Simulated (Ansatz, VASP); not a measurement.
# LuH2 in VASP and in Ansatz

The input INCAR:

```
  PREC = Accurate
  ENCUT = 600
  EDIFF = 1E-6
  ISMEAR = -1
  SIGMA = 0.02
  LREAL = F
  LASPH = T
  NELM = 120
  ALGO = Normal
  ISIF = 2
  LWAVE = F
  LCHARG = F
  GGA = CA
  NBANDS = 20
  GGA_COMPAT = F
```

The input KPOINTS:

```
Automatic mesh
0
Gamma
  8 8 8
```

File POSCAR:

```
LuH2
1.0
    0.0000000000      2.4996102294      2.4996102294
    2.4996102294      0.0000000000      2.4996102294
    2.4996102294      2.4996102294      0.0000000000
Lu H
1 2
Direct
    0.0000000000      0.0000000000      0.0000000000
    0.2500000000      0.2500000000      0.2500000000
    0.7500000000      0.7500000000      0.7500000000
```

Input for Ansatz:

```yaml
crystal:
  lattice:
    - [0.0, 2.4996102294, 2.4996102294]
    - [2.4996102294, 0.0, 2.4996102294]
    - [2.4996102294, 2.4996102294, 0.0]
  atoms:
    - { symbol: Lu, position: [0.0, 0.0, 0.0] }
    - { symbol: H, position: [0.25, 0.25, 0.25] }
    - { symbol: H, position: [0.75, 0.75, 0.75] }
kpoints:
  mp_grid: { grid: [8, 8, 8] }
  band_path:
    path:
      - [0.0, 0.0, 0.0]
      - [0.5, 0.0, 0.5]
      - [0.625, 0.25, 0.625]
      - [0.375, 0.375, 0.75]
      - [0.0, 0.0, 0.0]
      - [0.5, 0.5, 0.5]
      - [0.5, 0.25, 0.75]
      - [0.5, 0.0, 0.5]
    npoints: 5
scf:
  occupations: { method: fermi_dirac, width: 0.02 }
hamiltonian:
  xc: lda
  pseudopotentials: { kind: all_electron, lapw: { basis_error: 0.001 } }
output:
  forces: true
  stress: true
  eigenvalues: true
```

Change from the starting cell: volume scaled by 0.98.

Alike in both runs: task single point; functional LDA; k mesh 8 × 8 × 8; occupations fermi-dirac, width 0.02 eV; no spin polarisation.

|  | VASP | Ansatz |
| --- | --- | --- |
| version | VASP 6.6.1 | Ansatz 0.2.0 |
| potentials or method | VASP PAW PBE potentials, release 64 (Lu, H), cutoff 600 eV | all-electron LAPW, scalar-relativistic |

|  | VASP | Ansatz | Ansatz less VASP |
| --- | --- | --- | --- |
| pressure (GPa) | -4.3 | -5.1 | -0.76 |

VASP's potentials were made for PBE, not for LDA. LDA's correlation is that of Perdew and Zunger in VASP and of Perdew and Wang (1992) in Ansatz. Ansatz ran all-electron here, and VASP with PAW potentials.

Spin-orbit coupling is off throughout.
